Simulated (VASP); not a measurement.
Here is a VASP 6.6.1 calculation.

INCAR

```
SYSTEM = SiO2
PREC = Accurate
ENCUT = 600
EDIFF = 1E-6
ISMEAR = -1
SIGMA = 0.05
LREAL = .False.
LASPH = .True.
NELM = 120
ALGO = Normal
ISIF = 2
LWAVE = .False.
LCHARG = .False.
GGA = PE
NBANDS = 44
GGA_COMPAT = .False.
```

The input KPOINTS:

```
regular mesh
0
Gamma
  8 8 8
  0 0 0
```

File POSCAR:

```
SiO2
1.0
   -4.4720405200      4.4720405200      2.6117703500
    4.4720405200     -4.4720405200      2.6117703500
    4.4720405200      4.4720405200     -2.6117703500
Si O
4 8
Direct
    0.8231114200      0.8231114200      0.6462228400
    0.1768885800      0.8231114200      0.0000000000
    0.8231114200      0.1768885800      0.0000000000
    0.1768885800      0.1768885800      0.3537771600
    0.0000000000      0.7914513400      0.7914513400
    0.2085486600      0.0000000000      0.2085486600
    0.7914513400      0.0000000000      0.7914513400
    0.0000000000      0.2085486600      0.2085486600
    0.0000000000      0.0000000000      0.5000000000
    0.5000000000      0.0000000000      0.0000000000
    0.0000000000      0.5000000000      0.0000000000
    0.5000000000      0.5000000000      0.5000000000
```

Potentials or basis: VASP PAW PBE potentials, release 64 (Si, O).

Run with:

```bash
$ cat potpaw_PBE.64/Si/POTCAR potpaw_PBE.64/O/POTCAR > POTCAR
$ mpirun -np 1 vasp_std > vasp.out
```

(1) Predict the largest force.

(2) Predict the pressure.

(3) Estimate the band gap on the k mesh.

Results:

(1) 0.202 eV/Å.

(2) 3.5 GPa.

(3) 5.46 eV (least direct gap 5.46 eV).

Caveat: the cell stands under pressure.
